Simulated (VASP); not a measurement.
# Co (P-3m1) in VASP: notebook

The runs below take Co through single point, with PBEsol.

Program: VASP 6.6.1. These are calculated values, not measurements. Logs are shortened: lines on timing, memory, paths and dates and some standing lists are left out, and cuts for length are marked.

## 1. The cell of the first run

It takes space group P-3m1 (No. 164, trigonal). The conventional cell has a = 2.487 Å, b = 2.487 Å, c = 4.063 Å, α = 90.00°, β = 90.00°, γ = 120.00°. Co (site symmetry 3m) has 12 Co at 2.42 to 2.55 Å within 3.2 Å.

## 2. Single point, PBEsol

File INCAR:

```
SYSTEM = Co
  ALGO = Normal
  EDIFF = 1E-6
  ENCUT = 520
  GGA = PS
  ISIF = 2
  ISMEAR = -1
  LASPH = .True.
  LCHARG = .False.
  LREAL = .False.
  LWAVE = .False.
  NBANDS = 16
  NELM = 80
  PREC = Accurate
  SIGMA = 0.1
```

File KPOINTS:

```
k-points
0
Gamma
  15 15 8
  0 0 0
```

File POSCAR:

```
Co
1.0
    2.4873648700      0.0000000000      0.0000000000
   -1.2436824400      2.1541211700      0.0000000000
    0.0000000000      0.0000000000      4.0632895000
Co
2
Direct
    0.6666666667      0.3333333333      0.2598610000
    0.3333333333      0.6666666667      0.7401390000
```

Potentials or basis: VASP PAW PBE potentials, release 64 (Co).

Command:

```sh
$ cat potpaw_PBE.64/Co/POTCAR > POTCAR
$ mpirun -np 1 vasp_std > vasp.out
```

OUTCAR:

```text
SYSTEM = Co
   EDIFF = 1E-6
   ENCUT = 520
   GGA = PS
   ISIF = 2
   ISMEAR = -1
   LASPH = .True.
   LREAL = .False.
   NELM = 80
   PREC = Accurate

 ion  position               nearest neighbor table
   1  0.667  0.333  0.260-   2 2.42   2 2.42   2 2.42   2 2.55   2 2.55   2 2.55
   2  0.333  0.667  0.740-   1 2.42   1 2.42   1 2.42   1 2.55   1 2.55   1 2.55

  LATTYP: Found a hexagonal cell.
 ALAT       =     2.4873648700
 C/A-ratio  =     1.6335719576

  Lattice vectors:

 A1 = (   2.4873648700,   0.0000000000,   0.0000000000)
 A2 = (  -1.2436824400,   2.1541211700,   0.0000000000)
 A3 = (   0.0000000000,   0.0000000000,   4.0632895000)

Analysis of symmetry for initial positions (statically):
=====================================================================
 Subroutine PRICEL returns:
 Original cell was already a primitive cell.

 Routine SETGRP: Setting up the symmetry group for a
 hexagonal supercell.

 Subroutine GETGRP returns: Found 12 space group operations
 (whereof 12 operations were pure point group operations)
 out of a pool of 24 trial point group operations.

The static configuration has the point symmetry D_3d.

Analysis of symmetry for dynamics (positions and initial velocities):
=====================================================================
 Subroutine PRICEL returns:
 Original cell was already a primitive cell.

 Routine SETGRP: Setting up the symmetry group for a
 hexagonal supercell.

 Subroutine GETGRP returns: Found 12 space group operations
 (whereof 12 operations were pure point group operations)
 out of a pool of 24 trial point group operations.

The dynamic configuration has the point symmetry D_3d.

 Subroutine INISYM returns: Found 12 space group operations
 (whereof 12 operations are pure point group operations),
 and found     1 'primitive' translations

----------------------------------------------------------------------------------------

                                     Primitive cell

  volume of cell :      21.7715

  direct lattice vectors                    reciprocal lattice vectors
     2.487364870  0.000000000  0.000000000     0.402031890  0.232113220  0.000000000
    -1.243682440  2.154121170  0.000000000     0.000000000  0.464226439  0.000000000
     0.000000000  0.000000000  4.063289500     0.000000000  0.000000000  0.246106018

  length of vectors
     2.487364870  2.487364876  4.063289500     0.464226440  0.464226439  0.246106018

  position of ions in fractional coordinates (direct lattice)
     0.666666667  0.333333333  0.259861000
     0.333333333  0.666666667  0.740139000

  ion indices of the primitive-cell ions
   primitive index   ion index
                 1           1
                 2           2

----------------------------------------------------------------------------------------

 KPOINTS: k-points

Automatic generation of k-mesh.
 Grid dimensions read from file:
 generate k-points for:   15   15    8

 Generating k-lattice:

  Cartesian coordinates                     Fractional coordinates (reciprocal lattice)
     0.026802126  0.015474215  0.000000000     0.066666667  0.000000000  0.000000000
     0.000000000  0.030948429  0.000000000     0.000000000  0.066666667  0.000000000
     0.000000000  0.000000000  0.030763252     0.000000000  0.000000000  0.125000000

  Length of vectors
     0.030948429  0.030948429  0.030763252

  Shift w.r.t. Gamma in fractional coordinates (k-lattice)
     0.000000000  0.000000000  0.000000000

 Subroutine IBZKPT returns following result:
 ===========================================

 Found    192 irreducible k-points:

 Following reciprocal coordinates:
            Coordinates               Weight
  0.000000  0.000000  0.000000      1.000000
  0.066667  0.000000  0.000000      6.000000
  0.133333 -0.000000  0.000000      6.000000
  0.200000  0.000000  0.000000      6.000000
  0.266667 -0.000000  0.000000      6.000000
  0.333333  0.000000  0.000000      6.000000
[... 16 lines left out ...]
  0.333333  0.200000  0.000000     12.000000
  0.400000  0.200000  0.000000      6.000000
 [... further k-points ...]
   k-points           NKPTS =    192   k-points in BZ     NKDIM =    192   number of bands    NBANDS=     16
   number of dos      NEDOS =    301   number of ions     NIONS =      2
   total plane-waves  NPLWV =   9720
   dimension x,y,z NGX =    18 NGY =   18 NGZ =   30
   dimension x,y,z NGXF=    36 NGYF=   36 NGZF=   60
   ions per type =               2
   NGX,Y,Z   is equivalent  to a cutoff of  12.03, 12.03, 12.27 a.u.
   NGXF,Y,Z  is equivalent  to a cutoff of  24.06, 24.06, 24.55 a.u.
 SYSTEM =  Co
   PREC   = accura    normal or accurate (medium, high low for compatibility)
   ISTART =      0    job   : 0-new  1-cont  2-samecut
   ICHARG =      2    charge: 1-file 2-atom 10-const
   ISPIN  =      1    spin polarized calculation?
   LNONCOLLINEAR =      F non collinear calculations
   LSORBIT =      F    spin-orbit coupling
   LASPH  =      T    aspherical Exc in radial PAW
   ENCUT  =  520.0 eV  38.22 Ry    6.18 a.u.   4.62  4.62  7.56*2*pi/ulx,y,z
   NELM   =     80;   NELMIN=  2; NELMDL= -5     # of ELM steps
   EDIFF  = 0.1E-05   stopping-criterion for ELM
   LREAL  =      F    real-space projection
[... 7 lines left out ...]
   TEBEG  =    0.0;   TEEND  =   0.0 temperature during run
   PSTRESS=    0.0 pullay stress
   NELECT =      18.0000    total number of electrons
   NUPDOWN=      -1.0000    fix difference up-down
   EMIN   =  10.00;   EMAX   =-10.00  energy-range for DOS
   EFERMI =   0.00;   METHOD = LEGACY
   ISMEAR =    -1;   SIGMA  =   0.10  broadening in eV -4-tet -1-fermi 0-gaus
   EFERMI_NEDOS =   21; number of points for ismear=-14 and -15
   IALGO  =     38    algorithm
   IMIX   =      4    mixing-type and parameters
     AMIX     =   0.40;   BMIX     =  1.00
     AMIX_MAG =   1.60;   BMIX_MAG =  1.00
  volume/ion in A,a.u.               =      10.89        73.46
  Fermi-wavevector in a.u.,A,eV,Ry     =   1.536514  2.903591 32.121660  2.360875
  Thomas-Fermi vector in A             =   2.643152
   LORBIT       =      0    0 simple, 1 ext, 2 COOP (PROOUT), +10 PAW based schemes
   GGA     = PS    functional components
   LHFCALC =     F    Hartree Fock is set to
   AEXX    =    0.0000 exact exchange contribution
   IVDW    =     0    specifies the selected vdW correction
   LEPSILON=     F    determine dielectric tensor
   LRPA    =     F    only Hartree local field effects (RPA)
 non-spin polarized calculation
  energy-cutoff  :      520.00
  volume of cell :       21.77
 maximum number of plane-waves:       600
   NGX =  9   NGY =  9   NGZ = 15

 number of electron      17.9999996 magnetization

 Free energy of the ion-electron system (eV)
  ---------------------------------------------------
  ext. energy  EPLUGINS =         0.00000000
  ---------------------------------------------------
  free energy    TOTEN  =       -15.05140370 eV

  energy without entropy =      -14.86287451  energy(sigma->0) =      -14.95713911

 E-fermi :   9.9251     XC(G=0): -13.5726

 val. band max:        9.9211677050   @ k =   0.2000   0.1333   0.3750
 cond. band min:       9.9277453622   @ k =   0.3333   0.3333   0.1250
 fundamental gap:      0.0065776573
 Fermi energy:         9.9250583294

 k-point     1 :       0.0000    0.0000    0.0000
  band No.  band energies     occupation
      1       1.0878      2.00000
      2       5.2958      2.00000
      3       8.0859      2.00000
      4       8.1679      2.00000
      5       8.1679      2.00000
      6       8.4640      2.00000
[... 8 lines left out ...]
     15      34.8194      0.00000
     16      34.9170      0.00000

 k-point     2 :       0.0667    0.0000    0.0000
  band No.  band energies     occupation
      1       1.2449      2.00000
      2       5.3982      2.00000
      3       7.9411      2.00000
      4       8.2441      2.00000
      5       8.2846      2.00000
      6       8.4205      2.00000
[... 8 lines left out ...]
     15      32.8502      0.00000
     16      33.1847      0.00000

 k-point     3 :       0.1333   -0.0000    0.0000
  band No.  band energies     occupation
      1       1.7067      2.00000
      2       5.6762      2.00000
      3       7.7031      2.00000
      4       8.1136      2.00000
      5       8.2925      2.00000
      6       8.4618      2.00000
[... 8 lines left out ...]
     15      31.2026      0.00000
     16      31.9675      0.00000

 k-point     4 :       0.2000    0.0000    0.0000
  band No.  band energies     occupation
      1       2.4406      2.00000
      2       6.0240      2.00000
      3       7.3649      2.00000
      4       7.5725      2.00000
      5       8.1482      2.00000
      6       8.5320      2.00000
[... 8 lines left out ...]
     15      29.3880      0.00000
     16      31.2207      0.00000

 k-point     5 :       0.2667   -0.0000    0.0000
  band No.  band energies     occupation
      1       3.3772      2.00000
      2       6.2306      2.00000
      3       6.8928      2.00000
      4       7.3987      2.00000
      5       8.0914      2.00000
      6       8.3717      2.00000
[... 8 lines left out ...]
     15      27.8008      0.00000
     16      29.4108      0.00000

 k-point     6 :       0.3333    0.0000    0.0000
  band No.  band energies     occupation
      1       4.3741      2.00000
      2       6.1731      2.00000
      3       6.5133      2.00000
      4       7.4241      2.00000
      5       8.2084      2.00000
      6       8.2200      2.00000
[... 8 lines left out ...]
     15      26.5004      0.00000
     16      27.0094      0.00000
[... 267 lines left out ...]
 k-point    21 :       0.2000    0.2000    0.0000
  band No.  band energies     occupation
      1       4.6850      2.00000
      2       6.5567      2.00000
      3       6.6443      2.00000
      4       6.8734      2.00000
      5       7.8958      2.00000
      6       8.2784      2.00000
[... 8 lines left out ...]
     15      21.6614      0.00000
     16      28.5791      0.00000

 k-point    22 :       0.2667    0.2000    0.0000
  band No.  band energies     occupation
      1       5.5422      2.00000
      2       6.3818      2.00000
      3       6.5552      2.00000
      4       6.9000      2.00000
      5       7.8198      2.00000
      6       8.3203      2.00000
[... 8 lines left out ...]
     15      20.8156      0.00000
     16      26.6061      0.00000

 k-point    23 :       0.3333    0.2000    0.0000
  band No.  band energies     occupation
      1       6.0680      2.00000
      2       6.2744      2.00000
      3       6.4106      2.00000
      4       7.1009      2.00000
      5       7.8205      2.00000
      6       8.1370      2.00000
[... 8 lines left out ...]
     15      20.9002      0.00000
     16      24.5717      0.00000

 k-point    24 :       0.4000    0.2000    0.0000
  band No.  band energies     occupation
      1       6.2166      2.00000
      2       6.2271      2.00000
      3       6.3584      2.00000
      4       7.2295      2.00000
      5       7.8552      2.00000
      6       8.0367      2.00000
[... 8 lines left out ...]
     15      21.5471      0.00000
     16      23.3128      0.00000

 [... further k-points ...]
[... 5 lines left out ...]
  --------------------------------------------------------------------------------------
  -------------------------------------------------------------------------------------
  Total       -2.6425037     -2.6425037     -3.0575418      0.0000000      0.0000000     -0.0000000
  in kB     -194.4638119   -194.4638126   -225.0067782      0.0000005      0.0000000     -0.0000000
  external PRESSURE =    -204.6448009 kB  Pullay stress =       0.0000000 kB

 VOLUME and BASIS-vectors are now :
 -----------------------------------------------------------------------------
  energy-cutoff  :      520.00
  volume of cell :       21.77
      direct lattice vectors                 reciprocal lattice vectors
     2.487364870  0.000000000  0.000000000     0.402031890  0.232113220  0.000000000
    -1.243682440  2.154121170  0.000000000     0.000000000  0.464226439  0.000000000
     0.000000000  0.000000000  4.063289500     0.000000000  0.000000000  0.246106018

 POSITION                                       TOTAL-FORCE (eV/Angst)
 -----------------------------------------------------------------------------------
      1.24368      0.71804      1.05589        -0.000000      0.000000     -0.507265
     -0.00000      1.43608      3.00740         0.000000      0.000000      0.507265
 -----------------------------------------------------------------------------------
    total drift:                                0.000000     -0.000000     -0.000000

  FREE ENERGIE OF THE ION-ELECTRON SYSTEM (eV)
  ---------------------------------------------------
  free  energy   TOTEN  =       -15.0514036993 eV

  energy  without entropy=      -14.8628745136  energy(sigma->0) =      -14.95713911
```

Run time: 65 s. Hardware: 1 thread of Intel Xeon 8259CL, shared host; peak memory 0.17 GiB.

What came out:

```
Free energy            : -15.0514 eV
Pressure               : -20.5 GPa
Largest force          : 0.507 eV/Å
Band gap on the k mesh : zero (bands 9 and 10 overlap by 1.38 eV)
```

Forces on the atoms (eV/Å):
```
Co   0.000  0.000 -0.507
Co   0.000  0.000  0.507
```

Stress tensor (GPa, compression positive):
```
-19.45   0.00   0.00
  0.00 -19.45   0.00
  0.00   0.00 -22.50
```

Levels at points of the mesh, in eV from the Fermi level:
```tsv
k point	band 5	band 6	band 7	band 8	band 9	band 10	band 11	band 12	band 13	band 14
(0.00, 0.00, 0.00)	-1.76	-1.46	-1.46	-0.97	-0.97	-0.12	0.12	0.12	6.65	22.02
(0.00, 0.00, 0.50)	-1.82	-1.82	-1.81	-1.81	-0.29	-0.29	-0.12	-0.12	14.37	15.55
```

Caveat: the cell stands under tension; the PAW data sets were made with another functional, which shifts forces and pressure a little; the run has no spin polarisation, though such a crystal can be magnetic. Spin polarisation is off, so any magnetic state and its effect on volume and gap are missing.

## 3. Single point, PBEsol, collinear spin, ferromagnetic start

File INCAR:

```
ALGO = Normal
EDIFF = 1E-6
ENCUT = 520
GGA = PS
ISIF = 2
ISMEAR = -1
ISPIN = 2
LASPH = T
LCHARG = T
LELF = T
LMAXMIX = 4
LORBIT = 11
LREAL = F
LVHAR = T
LWAVE = F
MAGMOM = 3 3
NBANDS = 20
NELM = 150
PREC = Accurate
SIGMA = 0.1
```

File KPOINTS:

```
k-points
0
Gamma
  15 15 8
```

POSCAR is that of step 2.

Potentials or basis: VASP PAW PBE potentials, release 64 (Co).

Command:

```sh
$ cat potpaw_PBE.64/Co/POTCAR > POTCAR
$ mpirun -np 1 vasp_std > vasp.out
```

It took 3.2 min on 1 thread of Intel Xeon 8259CL, shared host; peak memory 0.22 GiB.

It converged, with:

```
Free energy                                           : -15.4447 eV
Pressure                                              : -10.0 GPa
Largest force                                         : 0.459 eV/Å
Net moment                                            : 3.24 μB per cell
Site moments                                          : Co +1.63 μB
Valence electrons inside the program's atomic spheres : Co 8.27
```

Forces on the atoms (eV/Å):
```
Co   0.000  0.000 -0.459
Co   0.000  0.000  0.459
```

Stress tensor (GPa, compression positive):
```
 -9.38   0.00   0.00
  0.00  -9.38   0.00
  0.00   0.00 -11.11
```

Levels at points of the mesh, in eV from the Fermi level:
Spin up:
```
           k point  band 8  band 9  band 10  band 11  band 12  band 13  band 14  band 15
(0.00, 0.00, 0.00)   -1.89   -1.89    -0.82    -0.82    -0.23     6.10    22.00    24.62
(0.00, 0.00, 0.50)   -2.63   -1.24    -1.24    -1.04    -1.04    14.08    15.24    22.60
```
Spin down:
| k point | band 4 | band 5 | band 6 | band 7 | band 8 | band 9 | band 10 | band 11 |
| --- | --- | --- | --- | --- | --- | --- | --- | --- |
| (0.00, 0.00, 0.00) | -0.97 | -0.97 | -0.65 | -0.65 | -0.18 | -0.10 | -0.10 | 1.05 |
| (0.00, 0.00, 0.50) | -1.34 | -1.03 | -1.03 | -1.02 | -1.02 | 0.63 | 0.63 | 0.78 |

Caveat: the cell stands under tension; the PAW data sets were made with another functional, which shifts forces and pressure a little.

## 4. Single point, PBEsol, collinear spin, antiferromagnetic start

File INCAR:

```
SYSTEM = Co
  PREC = Accurate
  ENCUT = 520
  EDIFF = 1E-6
  ISMEAR = -1
  SIGMA = 0.1
  LREAL = .False.
  LASPH = .True.
  NELM = 150
  ALGO = Normal
  ISIF = 2
  LWAVE = .False.
  LCHARG = .False.
  ISPIN = 2
  MAGMOM = 3 -3
  LORBIT = 11
  LMAXMIX = 4
  GGA = PS
  NBANDS = 20
```

File KPOINTS:

```
Automatic mesh
0
Gamma
  15 15 8
  0 0 0
```

POSCAR is that of step 3.

Command:

```sh
$ cat potpaw_PBE.64/Co/POTCAR > POTCAR
$ mpirun -np 1 vasp_std > vasp.out
```

Run time: 4.2 min. Hardware: 1 thread of Intel Xeon 8259CL, shared host; peak memory 0.23 GiB.

It converged, with:

* Free energy: -15.0542 eV
* Pressure: -18.0 GPa
* Largest force: 0.529 eV/Å
* Band gap on the k mesh: zero (filled and empty bands overlap)
* Net moment: 0.00 μB per cell
* Site moments: Co +0.70, -0.70 μB
* Valence electrons inside the program's atomic spheres: Co 8.27

Forces on the atoms (eV/Å):
```
Co   0.000  0.000 -0.529
Co   0.000  0.000  0.529
```

Stress tensor (GPa, compression positive):
```
-17.37   0.00   0.00
  0.00 -17.37   0.00
  0.00   0.00 -19.35
```

Levels at points of the mesh, in eV from the Fermi level:
Spin up:
```
           k point  band 7  band 8  band 9  band 10  band 11  band 12
(0.00, 0.00, 0.00)   -1.31   -1.06   -1.06    -0.17     0.19     0.19
(0.00, 0.00, 0.50)   -1.65   -1.65   -0.45    -0.45     0.06     0.06
```
Spin down:
```tsv
k point	band 6	band 7	band 8	band 9	band 10	band 11	band 12	band 13
(0.00, 0.00, 0.00)	-1.31	-1.31	-1.06	-1.06	-0.17	0.19	0.19	6.62
(0.00, 0.00, 0.50)	-1.94	-1.65	-1.65	-0.45	-0.45	0.06	0.06	14.33
```

Caveat: the cell stands under tension; the PAW data sets were made with another functional, which shifts forces and pressure a little.

## 5. Overview

| spin | gap on the mesh (eV) | pressure (GPa) | moment (μB) | largest force (eV/Å) |
| --- | --- | --- | --- | --- |
| off | none | -20.5 | - | 0.51 |
| collinear, ferromagnetic start | none | -10.0 | 3.24 | 0.46 |
| collinear, antiferromagnetic start | none | -18.0 | 0.00 | 0.53 |

Alike in all rows: task single point; level PBEsol; potentials or basis VASP PAW PBE potentials, release 64 (Co); cell as given; k mesh 15 × 15 × 8; cutoff (eV) 520; smearing fermi-dirac 0.1 eV.

Caveats: the cell stands under tension; the PAW data sets were made with another functional, which shifts forces and pressure a little.

Total energies depend on the potentials used, so only differences within one code and one set of settings carry meaning.
